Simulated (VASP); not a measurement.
# Be2H3 (P4/mmm) in VASP: a series of runs

Be2H3 is run at these levels: PBE; tasks: single point, relaxation of cell and atoms.

Everything below comes from runs of VASP 6.6.1. Logs are shortened: lines on timing, memory, paths and dates and some standing lists are left out, and cuts for length are marked.

## Step 1: The cell of the first run

Symmetry: P4/mmm, No. 123, tetragonal system. Conventional cell: a = 5.772 Å, b = 5.772 Å, c = 2.316 Å, α = 90.00°, β = 90.00°, γ = 90.00°. Be (site symmetry m2m) has 6 H at 1.74 to 2.04 Å and 2 Be at 2.25 Å within 2.3 Å. Within 1.4 Å of H (site symmetry mmm) lie 2 H at 1.06 Å. Within 1.4 Å of H (site symmetry m2m) lie 1 H at 1.06 Å.

## Step 2: Single point, PBE

INCAR reads:

```
SYSTEM = Be2H3
PREC     = Accurate       ! precision mode
ENCUT    = 520            ! plane-wave cutoff, eV
EDIFF    = 1E-6           ! SCF threshold, eV
ISMEAR   = 0              ! smearing method
SIGMA    = 0.1            ! smearing width, eV
LREAL    = .FALSE.        ! projectors in reciprocal space
LASPH    = .TRUE.         ! aspherical terms in the spheres
NELM     = 100            ! most SCF steps
ALGO     = Normal         ! electronic algorithm
ISIF     = 2              ! what is computed and relaxed
LWAVE    = .FALSE.        ! write WAVECAR
LCHARG   = .FALSE.        ! write CHGCAR
GGA      = PE             ! functional
NBANDS   = 18             ! bands
```

KPOINTS reads:

```
regular mesh
0
G
  8 8 14
  0 0 0
```

POSCAR reads:

```
Be2H3
1.0
    5.7721299145      0.0000000000      0.0000000000
    0.0000000000      5.7721299145      0.0000000000
    0.0000000000      0.0000000000      2.3158811190
Be H
4 6
Direct
    0.2751559316      0.0000000000      0.5000000000
    0.7248440684      0.0000000000      0.5000000000
    0.0000000000      0.2751559316      0.5000000000
    0.0000000000      0.7248440684      0.5000000000
    0.0000000000      0.5000000000      0.0000000000
    0.5000000000      0.0000000000      0.0000000000
    0.8164151997      0.5000000000      0.0000000000
    0.1835848003      0.5000000000      0.0000000000
    0.5000000000      0.8164151997      0.0000000000
    0.5000000000      0.1835848003      0.0000000000
```

Potentials or basis: VASP PAW PBE potentials, release 64 (Be, H).

Command:

```bash
cat potpaw_PBE.64/Be/POTCAR potpaw_PBE.64/H/POTCAR > POTCAR
mpirun -np 1 vasp_std > vasp.out
```

OUTCAR:

```text
SYSTEM = Be2H3
   PREC = Accurate
   ENCUT = 520
   EDIFF = 1E-6
   ISMEAR = 0
   LREAL = .FALSE.
   LASPH = .TRUE.
   NELM = 100
   ISIF = 2
   GGA = PE

 ion  position               nearest neighbor table
   1  0.275  0.000  0.500-   3 2.25   4 2.25
   2  0.725  0.000  0.500-   3 2.25   4 2.25
   3  0.000  0.275  0.500-   1 2.25   2 2.25
   4  0.000  0.725  0.500-   1 2.25   2 2.25
   5  0.000  0.500  0.000-
   6  0.500  0.000  0.000-
   7  0.816  0.500  0.000-
   8  0.184  0.500  0.000-
   9  0.500  0.816  0.000-
  10  0.500  0.184  0.000-

  LATTYP: Found a simple tetragonal cell.
 ALAT       =     5.7721299145
 C/A-ratio  =     0.4012177746

  Lattice vectors:

 A1 = (   5.7721299145,   0.0000000000,   0.0000000000)
 A2 = (   0.0000000000,   5.7721299145,   0.0000000000)
 A3 = (   0.0000000000,   0.0000000000,   2.3158811190)

Analysis of symmetry for initial positions (statically):
=====================================================================
 Subroutine PRICEL returns:
 Original cell was already a primitive cell.

 Routine SETGRP: Setting up the symmetry group for a
 simple tetragonal supercell.

 Subroutine GETGRP returns: Found 16 space group operations
 (whereof 16 operations were pure point group operations)
 out of a pool of 16 trial point group operations.

The static configuration has the point symmetry D_4h.

Analysis of symmetry for dynamics (positions and initial velocities):
=====================================================================
 Subroutine PRICEL returns:
 Original cell was already a primitive cell.

 Routine SETGRP: Setting up the symmetry group for a
 simple tetragonal supercell.

 Subroutine GETGRP returns: Found 16 space group operations
 (whereof 16 operations were pure point group operations)
 out of a pool of 16 trial point group operations.

The dynamic configuration has the point symmetry D_4h.

 Subroutine INISYM returns: Found 16 space group operations
 (whereof 16 operations are pure point group operations),
 and found     1 'primitive' translations

----------------------------------------------------------------------------------------

                                     Primitive cell

  volume of cell :      77.1593

  direct lattice vectors                    reciprocal lattice vectors
     5.772129914  0.000000000  0.000000000     0.173246274  0.000000000  0.000000000
     0.000000000  5.772129914  0.000000000     0.000000000  0.173246274  0.000000000
     0.000000000  0.000000000  2.315881119     0.000000000  0.000000000  0.431801094

  length of vectors
     5.772129914  5.772129914  2.315881119     0.173246274  0.173246274  0.431801094

  position of ions in fractional coordinates (direct lattice)
     0.275155932  0.000000000  0.500000000
     0.724844068  0.000000000  0.500000000
     0.000000000  0.275155932  0.500000000
     0.000000000  0.724844068  0.500000000
     0.000000000  0.500000000  0.000000000
     0.500000000  0.000000000  0.000000000
     0.816415200  0.500000000  0.000000000
     0.183584800  0.500000000  0.000000000
     0.500000000  0.816415200  0.000000000
     0.500000000  0.183584800  0.000000000

  ion indices of the primitive-cell ions
   primitive index   ion index
                 1           1
                 2           2
                 3           3
                 4           4
                 5           5
                 6           6
                 7           7
                 8           8
                 9           9
                10          10

----------------------------------------------------------------------------------------

 KPOINTS: regular mesh

Automatic generation of k-mesh.
 Grid dimensions read from file:
 generate k-points for:    8    8   14

 Generating k-lattice:

  Cartesian coordinates                     Fractional coordinates (reciprocal lattice)
     0.021655784  0.000000000  0.000000000     0.125000000  0.000000000  0.000000000
     0.000000000  0.021655784  0.000000000     0.000000000  0.125000000  0.000000000
     0.000000000  0.000000000  0.030842935     0.000000000  0.000000000  0.071428571

  Length of vectors
     0.021655784  0.021655784  0.030842935

  Shift w.r.t. Gamma in fractional coordinates (k-lattice)
     0.000000000  0.000000000  0.000000000

 Subroutine IBZKPT returns following result:
 ===========================================

 Found    120 irreducible k-points:

 Following reciprocal coordinates:
            Coordinates               Weight
  0.000000  0.000000  0.000000      1.000000
  0.125000  0.000000  0.000000      4.000000
  0.250000  0.000000  0.000000      4.000000
  0.375000  0.000000  0.000000      4.000000
  0.500000  0.000000  0.000000      2.000000
  0.125000  0.125000  0.000000      4.000000
[... 16 lines left out ...]
  0.375000  0.125000  0.071429     16.000000
  0.500000  0.125000  0.071429      8.000000
 [... further k-points ...]
   k-points           NKPTS =    120   k-points in BZ     NKDIM =    120   number of bands    NBANDS=     18
   number of dos      NEDOS =    301   number of ions     NIONS =     10
   total plane-waves  NPLWV =  41472
   dimension x,y,z NGX =    48 NGY =   48 NGZ =   18
   dimension x,y,z NGXF=    96 NGYF=   96 NGZF=   36
   ions per type =               4   6
   NGX,Y,Z   is equivalent  to a cutoff of  13.82, 13.82, 12.92 a.u.
   NGXF,Y,Z  is equivalent  to a cutoff of  27.65, 27.65, 25.84 a.u.
 SYSTEM =  Be2H3
   PREC   = accura    normal or accurate (medium, high low for compatibility)
   ISTART =      0    job   : 0-new  1-cont  2-samecut
   ICHARG =      2    charge: 1-file 2-atom 10-const
   ISPIN  =      1    spin polarized calculation?
   LNONCOLLINEAR =      F non collinear calculations
   LSORBIT =      F    spin-orbit coupling
   LASPH  =      T    aspherical Exc in radial PAW
   ENCUT  =  520.0 eV  38.22 Ry    6.18 a.u.  10.73 10.73  4.31*2*pi/ulx,y,z
   NELM   =    100;   NELMIN=  2; NELMDL= -5     # of ELM steps
   EDIFF  = 0.1E-05   stopping-criterion for ELM
   LREAL  =      F    real-space projection
   EDIFFG = 0.1E-04   stopping-criterion for IOM
   NSW    =      0    number of steps for IOM
   IBRION =     -1    ionic relax: 0-MD 1-quasi-New 2-CG
   NFREE  =      0    steps in history (QN), initial steepest desc. (CG)
   ISIF   =      2    stress and relaxation
   ISYM   =      2    0-nonsym 1-usesym 2-fastsym
   POTIM  = 0.5000    time-step for ionic-motion
   TEBEG  =    0.0;   TEEND  =   0.0 temperature during run
   PSTRESS=    0.0 pullay stress
   NELECT =      14.0000    total number of electrons
   NUPDOWN=      -1.0000    fix difference up-down
   EMIN   =  10.00;   EMAX   =-10.00  energy-range for DOS
   EFERMI =   0.00;   METHOD = LEGACY
   ISMEAR =     0;   SIGMA  =   0.10  broadening in eV -4-tet -1-fermi 0-gaus
   EFERMI_NEDOS =   21; number of points for ismear=-14 and -15
   IALGO  =     38    algorithm
   IMIX   =      4    mixing-type and parameters
     AMIX     =   0.40;   BMIX     =  1.00
     AMIX_MAG =   1.60;   BMIX_MAG =  1.00
  volume/ion in A,a.u.               =       7.72        52.07
  Fermi-wavevector in a.u.,A,eV,Ry     =   0.926804  1.751406 11.686944  0.858966
  Thomas-Fermi vector in A             =   2.052806
   LORBIT       =      0    0 simple, 1 ext, 2 COOP (PROOUT), +10 PAW based schemes
   GGA     = PE    functional components
   LHFCALC =     F    Hartree Fock is set to
   AEXX    =    0.0000 exact exchange contribution
   IVDW    =     0    specifies the selected vdW correction
   LEPSILON=     F    determine dielectric tensor
   LRPA    =     F    only Hartree local field effects (RPA)
 non-spin polarized calculation
 Gauss-broadening in eV      SIGMA  =   0.10
  energy-cutoff  :      520.00
  volume of cell :       77.16
 maximum number of plane-waves:      2104
 NGX is ok and might be reduce to    48
   NGX = 21   NGY = 21   NGZ =  9

 number of electron      14.0000000 magnetization

 Free energy of the ion-electron system (eV)
  ---------------------------------------------------
  ext. energy  EPLUGINS =         0.00000000
  ---------------------------------------------------
  free energy    TOTEN  =       -25.37367049 eV

  energy without entropy =      -25.36519827  energy(sigma->0) =      -25.36943438

 E-fermi :   2.4093     XC(G=0):  -8.7501

 val. band max:        2.4075593862   @ k =   0.3750   0.0000   0.5000
 cond. band min:       2.4131733432   @ k =   0.3750   0.1250   0.5000
 fundamental gap:      0.0056139570
 Fermi energy:         2.4092514660

 k-point     1 :       0.0000    0.0000    0.0000
  band No.  band energies     occupation
      1     -10.4388      2.00000
      2      -9.7475      2.00000
      3      -3.5350      2.00000
      4      -3.4765      2.00000
      5      -3.4765      2.00000
      6       0.1869      2.00000
[... 10 lines left out ...]
     17      12.7544      0.00000
     18      13.7296      0.00000

 k-point     2 :       0.1250    0.0000    0.0000
  band No.  band energies     occupation
      1     -10.4141      2.00000
      2      -9.7751      2.00000
      3      -3.7480      2.00000
      4      -3.4340      2.00000
      5      -3.3019      2.00000
      6      -0.2666      2.00000
[... 10 lines left out ...]
     17      12.7699      0.00000
     18      13.7706      0.00000

 k-point     3 :       0.2500    0.0000    0.0000
  band No.  band energies     occupation
      1     -10.3430      2.00000
      2      -9.8535      2.00000
      3      -3.9506      2.00000
      4      -3.3168      2.00000
      5      -3.2036      2.00000
      6      -0.8804      2.00000
[... 10 lines left out ...]
     17      12.7938      0.00000
     18      13.8211      0.00000

 k-point     4 :       0.3750    0.0000    0.0000
  band No.  band energies     occupation
      1     -10.2346      2.00000
      2      -9.9694      2.00000
      3      -4.0774      2.00000
      4      -3.1916      2.00000
      5      -3.1677      2.00000
      6      -1.3472      2.00000
[... 375 lines left out ...]
      4      -3.3383      2.00000
      5      -2.8468      2.00000
      6      -0.5848      2.00000
[... 10 lines left out ...]
     17      12.7236      0.00000
     18      12.9775      0.00000

 k-point    23 :       0.3750    0.1250    0.0714
  band No.  band energies     occupation
      1     -10.1138      2.00000
      2      -9.8681      2.00000
      3      -4.0820      2.00000
      4      -3.4511      2.00000
      5      -2.5916      2.00000
      6      -1.0046      2.00000
[... 10 lines left out ...]
     17      12.5587      0.00000
     18      13.1282      0.00000

 k-point    24 :       0.5000    0.1250    0.0714
  band No.  band energies     occupation
      1      -9.9926      2.00000
      2      -9.9906      2.00000
      3      -4.1179      2.00000
      4      -3.4998      2.00000
      5      -2.4666      2.00000
      6      -1.1947      2.00000
[... 10 lines left out ...]
     17      12.4630      0.00000
     18      13.0979      0.00000

 [... further k-points ...]

------------------------ aborting loop because EDIFF is reached ----------------------------------------

  FORCE on cell =-STRESS in cart. coord.  units (eV):
  Direction    XX          YY          ZZ          XY          YZ          ZX
  --------------------------------------------------------------------------------------
  -------------------------------------------------------------------------------------
  Total       -0.0631313     -0.0631313     -0.0433264      0.0000000     -0.0000000      0.0000000
  in kB       -1.3108914     -1.3108914     -0.8996524      0.0000000     -0.0000000      0.0000000
  external PRESSURE =      -1.1738117 kB  Pullay stress =       0.0000000 kB

 VOLUME and BASIS-vectors are now :
 -----------------------------------------------------------------------------
  energy-cutoff  :      520.00
  volume of cell :       77.16
      direct lattice vectors                 reciprocal lattice vectors
     5.772129914  0.000000000  0.000000000     0.173246274  0.000000000  0.000000000
     0.000000000  5.772129914  0.000000000     0.000000000  0.173246274  0.000000000
     0.000000000  0.000000000  2.315881119     0.000000000  0.000000000  0.431801094

 POSITION                                       TOTAL-FORCE (eV/Angst)
 -----------------------------------------------------------------------------------
      1.58824      0.00000      1.15794        -0.002164     -0.000000     -0.000000
      4.18389      0.00000      1.15794         0.002164     -0.000000     -0.000000
      0.00000      1.58824      1.15794        -0.000000     -0.002164     -0.000000
      0.00000      4.18389      1.15794         0.000000      0.002164     -0.000000
      0.00000      2.88606      0.00000         0.000000      0.000000     -0.000000
      2.88606      0.00000      0.00000         0.000000      0.000000     -0.000000
      4.71245      2.88606      0.00000         0.007362      0.000000     -0.000000
      1.05968      2.88606      0.00000        -0.007362     -0.000000      0.000000
      2.88606      4.71245      0.00000         0.000000      0.007362      0.000000
      2.88606      1.05968      0.00000        -0.000000     -0.007362      0.000000
 -----------------------------------------------------------------------------------
    total drift:                                0.000000      0.000000      0.000000

  FREE ENERGIE OF THE ION-ELECTRON SYSTEM (eV)
  ---------------------------------------------------
  free  energy   TOTEN  =       -25.3736704884 eV

  energy  without entropy=      -25.3651982686  energy(sigma->0) =      -25.36943438
```

Run time: 1.7 min. Hardware: 1 thread of Intel Xeon Platinum 8259CL at 2.50GHz (Skylake/Cascade Lake), shared host; peak memory 0.27 GiB.

Results:

```
Free energy            : -25.3737 eV
Pressure               : -0.1 GPa
Largest force          : 0.007 eV/Å
Band gap on the k mesh : zero (band 7 reaches 3.35 eV, above the bottom of band 8 at 1.10 eV)
```

Forces on the atoms (eV/Å):
```
Be  -0.002  0.000  0.000
Be   0.002  0.000  0.000
Be   0.000 -0.002  0.000
Be   0.000  0.002  0.000
H    0.000  0.000  0.000
H    0.000  0.000  0.000
H    0.007  0.000  0.000
H   -0.007  0.000  0.000
H    0.000  0.007  0.000
H    0.000 -0.007  0.000
```

(Part 1 of 2 ends here.)
